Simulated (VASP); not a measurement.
Write the native input for VASP 6.6.1 that does the following.

```yaml
Task: single point
Functional: LDA
Potentials_or_basis: VASP PAW LDA potentials, release 64 (Li_sv, F)
Cutoff: 520 eV
k_mesh: 10 × 10 × 10
Occupations: gaussian, width 0.05 eV
Spin: no spin polarisation
Dipole_correction: no
Further_INCAR_settings: ALGO = Normal; EDIFF = 1e-07; NBANDS = 12
```

The structure of LiF lies in POSCAR:

```
LiF
1.0
    0.0000000000      2.0643500000      2.0140000000
    2.0643500000      0.0000000000      2.0140000000
    2.0643500000      2.0643500000      0.0000000000
Li F
1 1
Direct
    0.0000000000      0.0000000000      0.0000000000
    0.5000000000      0.5000000000      0.5000000000
```

This cell differs from its parent crystal: strain +0.025 along x and y, +0.000 along z.

These files were run (other wordings do the same):

INCAR

```
SYSTEM = LiF
PREC = Accurate
ENCUT = 520
EDIFF = 1E-7
ISMEAR = 0
SIGMA = 0.05
LREAL = .False.
LASPH = .True.
NELM = 80
ALGO = Normal
ISIF = 2
LWAVE = .False.
LCHARG = .False.
GGA = CA
NBANDS = 12
```

KPOINTS

```
Automatic mesh
0
Gamma
  10 10 10
  0 0 0
```

Potentials or basis: VASP PAW LDA potentials, release 64 (Li_sv, F).

Command:

```bash
$ cat potpaw_LDA.64/Li_sv/POTCAR potpaw_LDA.64/F/POTCAR > POTCAR
$ mpirun -np 1 vasp_std > vasp.out
```

Results of the run:

| Property | Result |
| --- | --- |
| Band gap on the k mesh | 8.38 eV, direct |

Caveat: the cell differs from its parent crystal (strain +0.025 along x and y, +0.000 along z).

It took 13 s on 1 thread of Intel(R) Xeon(R) Platinum 8488C (Sapphire Rapids), on a shared host, peak memory 0.13 GiB.
